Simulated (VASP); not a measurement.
# Sb (R-3m) in VASP: a series of runs, part 2 of 2

VASP 6.6.1.

## Step 3: Single point, LDA

This run uses another cell than the first one, of 29.24 Å³/atom, 1.015 times its volume.

INCAR

```
SYSTEM = Sb
PREC = Accurate
ENCUT = 520
EDIFF = 1E-7
ISMEAR = -1
SIGMA = 0.05
LREAL = .False.
LASPH = .True.
NELM = 80
ALGO = Normal
ISIF = 2
LWAVE = .False.
LCHARG = .False.
GGA = CA
NBANDS = 12
```

KPOINTS

```
Automatic mesh
0
Gamma
  8 8 8
  0 0 0
```

POSCAR

```
Sb
1.0
    2.1487186906      1.2405633145      3.6559808170
   -2.1487186906      1.2405633145      3.6559808170
    0.0000000000     -2.4811266289      3.6559808170
Sb
2
Direct
    0.7646387302      0.7646387302      0.7646387302
    0.2353612698      0.2353612698      0.2353612698
```

Potentials or basis: VASP PAW LDA potentials, release 64 (Sb).

Started as:

```
$ cat potpaw_LDA.64/Sb/POTCAR > POTCAR
$ mpirun -np 1 vasp_std > vasp.out
```

It took 38 s on 1 thread of Intel Xeon Platinum 8375C at 2.90GHz (Ice Lake), shared host; peak memory 0.18 GiB.

Results (log left out):

| Item | Value |
| --- | --- |
| Free energy | -9.6352 eV |
| Pressure | 0.3 GPa |
| Largest force | 0.072 eV/Å |
| Band gap on the k mesh | zero (band 5 reaches 7.57 eV, above the bottom of band 6 at 7.33 eV) |

Forces on the atoms (eV/Å):
```
Sb   0.000  0.000 -0.072
Sb   0.000  0.000  0.072
```

Stress tensor (GPa, compression positive):
```
0.31 0.00 0.00
0.00 0.31 0.00
0.00 0.00 0.24
```

Levels at points of the mesh, in eV from the Fermi level:
| k point | band 2 | band 3 | band 4 | band 5 | band 6 | band 7 | band 8 | band 9 |
| --- | --- | --- | --- | --- | --- | --- | --- | --- |
| (0.00, 0.00, 0.00) | -4.70 | -2.00 | -1.90 | -1.90 | 2.26 | 2.79 | 2.79 | 4.92 |
| (0.50, 0.00, 0.00) | -9.84 | -1.86 | -1.65 | -0.32 | -0.21 | 0.22 | 0.30 | 7.82 |
| (0.50, 0.50, 0.00) | -8.00 | -5.67 | -3.85 | -3.84 | 1.51 | 5.10 | 5.52 | 7.19 |
| (0.50, 0.50, 0.50) | -9.23 | -1.34 | -1.34 | -0.54 | -0.07 | -0.07 | 0.96 | 7.24 |

Caveat: spin-orbit coupling is left out, which moves the levels of the heavy elements.

## Step 4: Single point, BLYP

This run uses another cell than the first one, of 30.21 Å³/atom, 1.048 times its volume.

INCAR

```
SYSTEM = Sb
PREC     = Accurate       ! precision mode
ENCUT    = 520            ! plane-wave cutoff, eV
EDIFF    = 1E-7           ! SCF threshold, eV
ISMEAR   = -1             ! smearing method
SIGMA    = 0.05           ! smearing width, eV
LREAL    = .False.        ! projectors in reciprocal space
LASPH    = .True.         ! aspherical terms in the spheres
NELM     = 100            ! most SCF steps
ALGO     = Normal         ! electronic algorithm
ISIF     = 2              ! what is computed and relaxed
LWAVE    = .False.        ! write WAVECAR
LCHARG   = .True.         ! write CHGCAR
GGA      = B5             ! functional
ALDAX    = 1.0          
AGGAX    = 1.0          
AGGAC    = 1.0          
ALDAC    = 0.0          
LELF     = .True.         ! ELF
LVHAR    = .True.       
NBANDS   = 12             ! bands
```

KPOINTS is that of step 3.

POSCAR

```
Sb
1.0
    2.1542000000      1.2437279499      3.7580000000
   -2.1542000000      1.2437279499      3.7580000000
    0.0000000000     -2.4874558998      3.7580000000
Sb
2
Direct
    0.7665100000      0.7665100000      0.7665100000
    0.2334900000      0.2334900000      0.2334900000
```

Potentials or basis: VASP PAW PBE potentials, release 64 (Sb).

Started as:

```
$ cat potpaw_PBE.64/Sb/POTCAR > POTCAR
$ mpirun -np 1 vasp_std > vasp.out
```

Wall time 81 s (1 thread of Intel Xeon Platinum 8375C at 2.90GHz (Ice Lake), shared host); peak memory 0.21 GiB.

It converged, with:

| Property | Result |
| --- | --- |
| Free energy | -6.6891 eV |
| Pressure | 7.2 GPa |
| Largest force | 0.205 eV/Å |
| Band gap on the k mesh | zero (band 5 reaches 7.90 eV, above the bottom of band 6 at 7.62 eV) |

Forces in eV/Å, atoms in the order of the input:
```
Sb   0.000  0.000 -0.205
Sb   0.000  0.000  0.205
```

Stress tensor (GPa, compression positive):
```
7.39 0.00 0.00
0.00 7.39 0.00
0.00 0.00 6.84
```

Levels at points of the mesh, in eV from the Fermi level:
```csv
k point,band 2,band 3,band 4,band 5,band 6,band 7,band 8,band 9
"(0.00, 0.00, 0.00)",-5.04,-2.20,-1.95,-1.95,1.97,2.55,2.55,5.19
"(0.50, 0.00, 0.00)",-9.78,-2.06,-1.94,-0.40,-0.24,0.17,0.41,7.72
"(0.50, 0.50, 0.00)",-8.19,-5.47,-3.83,-3.76,1.68,4.73,5.39,6.69
"(0.50, 0.50, 0.50)",-9.11,-1.44,-1.44,-0.54,0.03,0.03,1.06,7.12
```

Caveat: the PAW data sets were made with another functional, which shifts forces and pressure a little; spin-orbit coupling is left out, which moves the levels of the heavy elements.

## Step 5: Single point, r2SCAN

This run uses another cell than the first one, of 28.39 Å³/atom, 0.985 times its volume.

POSCAR

```
Sb
1.0
    2.1102243954      1.2183386227      3.6812845966
   -2.1102243954      1.2183386227      3.6812845966
    0.0000000000     -2.4366772455      3.6812845966
Sb
2
Direct
    0.7665100000      0.7665100000      0.7665100000
    0.2334900000      0.2334900000      0.2334900000
```

INCAR.step1

```
  PREC = Accurate
  ENCUT = 520
  ISMEAR = -1
  SIGMA = 0.05
  LREAL = False
  LASPH = True
  NELM = 60
  NBANDS = 12
  GGA = PE
  ALGO = Normal
  EDIFF = 1E-4
  LWAVE = True
  LCHARG = False
```

INCAR.step2

```
  PREC = Accurate
  ENCUT = 520
  EDIFF = 1E-7
  ISMEAR = -1
  SIGMA = 0.05
  LREAL = False
  LASPH = True
  NELM = 60
  ALGO = Normal
  ISIF = 2
  LWAVE = False
  LCHARG = True
  METAGGA = R2SCAN
  LMIXTAU = True
  LELF = True
  LVHAR = True
  NBANDS = 12
  ISTART = 1
```

KPOINTS

```
regular mesh
0
Gamma
  8 8 8
```

Started as:

```
$ cat potpaw_PBE.64/Sb/POTCAR > POTCAR
$ cp INCAR.step1 INCAR
$ mpirun -np 1 vasp_std > vasp.out
$ cp INCAR.step2 INCAR
$ mpirun -np 1 vasp_std > vasp.out
```

It took 3.6 min on 1 thread of Intel Xeon Platinum 8375C at 2.90GHz (Ice Lake), shared host; peak memory 0.22 GiB.

It converged, with:

```yaml
Free_energy: -51.2982 eV
Pressure: 6.3 GPa
Largest_force: 0.420 eV/Å
Band_gap_on_the_k_mesh: zero (band 5 reaches 8.26 eV, above the bottom of band 6 at 8.04 eV)
```

Forces on the atoms (eV/Å):
```
Sb   0.000  0.000 -0.420
Sb   0.000  0.000  0.420
```

Stress tensor (GPa, compression positive):
```
6.71 0.00 0.00
0.00 6.71 0.00
0.00 0.00 5.50
```

Levels at points of the mesh, in eV from the Fermi level:
| k point | band 3 | band 4 | band 5 | band 6 | band 7 | band 8 |
| --- | --- | --- | --- | --- | --- | --- |
| (0.00, 0.00, 0.00) | -2.64 | -2.33 | -2.33 | 2.00 | 2.72 | 2.72 |
| (0.50, 0.00, 0.00) | -2.49 | -2.34 | -0.57 | -0.21 | 0.17 | 0.25 |
| (0.50, 0.50, 0.00) | -6.23 | -4.51 | -4.42 | 1.32 | 5.37 | 6.01 |
| (0.50, 0.50, 0.50) | -1.77 | -1.77 | -0.40 | -0.18 | -0.18 | 1.27 |

Caveat: the PAW data sets were made with another functional, which shifts forces and pressure a little; spin-orbit coupling is left out, which moves the levels of the heavy elements.

## Step 6: Single point, r2SCAN

This run uses another cell than the first one, of 29.00 Å³/atom, 1.006 times its volume.

POSCAR

```
Sb
1.0
    2.1250856202      1.2269187549      3.7072099901
   -2.1250856202      1.2269187549      3.7072099901
    0.0000000000     -2.4538375098      3.7072099901
Sb
2
Direct
    0.7665100000      0.7665100000      0.7665100000
    0.2334900000      0.2334900000      0.2334900000
```

INCAR.step1

```
PREC = Accurate
ENCUT = 520
ISMEAR = -1
SIGMA = 0.05
LREAL = False
LASPH = True
NELM = 80
NBANDS = 12
GGA = PE
ALGO = Normal
EDIFF = 1E-4
LWAVE = True
LCHARG = False
```

INCAR.step2

```
PREC = Accurate
ENCUT = 520
EDIFF = 1E-6
ISMEAR = -1
SIGMA = 0.05
LREAL = False
LASPH = True
NELM = 80
ALGO = Normal
ISIF = 2
LWAVE = False
LCHARG = False
METAGGA = R2SCAN
LMIXTAU = True
NBANDS = 12
ISTART = 1
```

KPOINTS is that of step 5.

Potentials or basis: VASP PAW PBE potentials, release 64 (Sb).

Started as:

```
$ cat potpaw_PBE.64/Sb/POTCAR > POTCAR
$ cp INCAR.step1 INCAR
$ mpirun -np 1 vasp_std > vasp.out
$ cp INCAR.step2 INCAR
$ mpirun -np 1 vasp_std > vasp.out
```

Wall time 2.8 min (1 thread of Intel Xeon Platinum 8375C at 2.90GHz (Ice Lake), shared host); peak memory 0.22 GiB.

The run converged. Its results:

| Item | Value |
| --- | --- |
| Free energy | -51.3393 eV |
| Pressure | 4.6 GPa |
| Largest force | 0.287 eV/Å |
| Band gap on the k mesh | zero (band 5 reaches 7.97 eV, above the bottom of band 6 at 7.74 eV) |

Forces on the atoms (eV/Å):
```
Sb   0.000  0.000 -0.287
Sb   0.000  0.000  0.287
```

Stress tensor (GPa, compression positive):
```
4.92 0.00 0.00
0.00 4.92 0.00
0.00 0.00 4.03
```

Levels at points of the mesh, in eV from the Fermi level:
```tsv
k point	band 2	band 3	band 4	band 5	band 6	band 7	band 8	band 9
(0.00, 0.00, 0.00)	-4.72	-2.57	-2.28	-2.28	2.00	2.69	2.69	5.20
(0.50, 0.00, 0.00)	-10.46	-2.43	-2.28	-0.55	-0.21	0.17	0.28	8.01
(0.50, 0.50, 0.00)	-8.57	-6.11	-4.40	-4.31	1.40	5.25	5.90	7.58
(0.50, 0.50, 0.50)	-9.75	-1.73	-1.73	-0.43	-0.14	-0.14	1.23	7.44
```

Caveat: the PAW data sets were made with another functional, which shifts forces and pressure a little; spin-orbit coupling is left out, which moves the levels of the heavy elements.

## Step 7: The runs side by side

```csv
level,potentials or basis,cell,gap on the mesh (eV),pressure (GPa),largest force (eV/Å)
RPBE+D4,"VASP PAW PBE potentials, release 64 (Sb)","a = 4.382 Å, angles 58.6°, 2 atoms",none,0.0,0.02
LDA,"VASP PAW LDA potentials, release 64 (Sb)","a = 4.418 Å, angles 58.2°, 2 atoms",none,0.3,0.07
BLYP,"VASP PAW PBE potentials, release 64 (Sb)","a = 4.507 Å, angles 57.1°, 2 atoms",none,7.2,0.21
r2SCAN,"VASP PAW PBE potentials, release 64 (Sb)","a = 4.415 Å, angles 57.1°, 2 atoms",none,6.3,0.42
r2SCAN,"VASP PAW PBE potentials, release 64 (Sb)","a = 4.446 Å, angles 57.1°, 2 atoms",none,4.6,0.29
```

Alike in all rows: task single point; no spin polarisation; k mesh 8 × 8 × 8; cutoff (eV) 520; smearing fermi-dirac 0.05 eV.

Caveats: spin-orbit coupling is left out, which moves the levels of the heavy elements; the PAW data sets were made with another functional, which shifts forces and pressure a little (some runs); pairwise dispersion overbinds metals, which lowers pressure and volume (some runs).

Total energies depend on the potentials used, so only differences within one code and one set of settings carry meaning.
